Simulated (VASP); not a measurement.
A run of VASP 6.6.1 is set up as follows.

File INCAR:

```
  PREC = Accurate
  ENCUT = 520
  EDIFF = 1E-8
  ISMEAR = -1
  SIGMA = 0.08
  LREAL = F
  LASPH = T
  NELM = 60
  ALGO = Normal
  ISIF = 2
  LWAVE = F
  LCHARG = F
  GGA = PE
  LEFG = T
  NBANDS = 11
```

KPOINTS

```
Automatic mesh
0
Gamma
  12 12 12
```

File POSCAR:

```
Si
1.0
    0.0543094000      2.7426247000      2.7426247000
    2.7426247000      0.0543094000      2.7426247000
    2.7426247000      2.7426247000      0.0543094000
Si
2
Direct
    0.5000000000      0.5000000000      0.5000000000
    0.7500000000      0.7500000000      0.7500000000
```

Potentials or basis: VASP PAW PBE potentials, release 64 (Si).

Run with:

```console
$ cat potpaw_PBE.64/Si/POTCAR > POTCAR
$ mpirun -np 1 vasp_std > vasp.out
```

(1) Estimate the band gap on the k mesh.

(2) Predict the largest force.

(3) What does it give for the pressure?

Answers

(1) 0.53 eV (least direct gap 2.14 eV).

(2) 0.312 eV/Å.

(3) 2.1 GPa.

Caveat: the cell differs from its parent crystal (equal xy, yz and zx shear strains of +2 %); without QUAD_EFG the Cq values of the log hold for a quadrupole moment of 1 mb, not for the nuclei.
